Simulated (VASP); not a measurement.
Crystal: CdH2O2.

```
Cd H O
1.0
     3.89035    0.00000    0.00000
    -1.94517    3.36914    0.00000
     0.00000    0.00000    4.49984
Cd H O
1 2 2
Direct
  0.33333 0.66667 0.98730
  0.00000 0.00000 0.00808
  0.66667 0.33333 0.43189
  0.00000 0.00000 0.78619
  0.66667 0.33333 0.21189
```

Base run:

* Program: VASP 6.6.1
* Functional: PBEsol
* Potentials or basis: VASP PAW PBE potentials, release 64 (Cd, H, O)
* Cutoff: 520 eV
* k mesh: 6 × 6 × 4
* Occupations: gaussian, width 0.01 eV
* Spin: no spin polarisation

Its results: band gap on the k mesh 1.02 eV, indirect (least direct gap 1.56 eV); pressure -6.6 GPa; largest force 0.801 eV/Å.

Task: The run is repeated on the same cell with these changes: potentials or basis from VASP PAW PBE potentials, release 64 (Cd, H, O) to VASP PAW PBE potentials, release 64 (Cd_sv_GW, H, O); cutoff from 520 eV to 600 eV; further incar settings from ALGO = Normal; EDIFF = 1e-06; NBANDS = 21 to ALGO = Normal; EDIFF = 1e-06; NBANDS = 25; valence electrons from 26 to 34. What comes out?

Result: Band gap on the k mesh 1.03 eV, indirect (least direct gap 1.56 eV); pressure -7.3 GPa; largest force 0.831 eV/Å.

Caveats: the PAW data sets were made with another functional, which shifts forces and pressure a little.

A k mesh can miss the band edges.
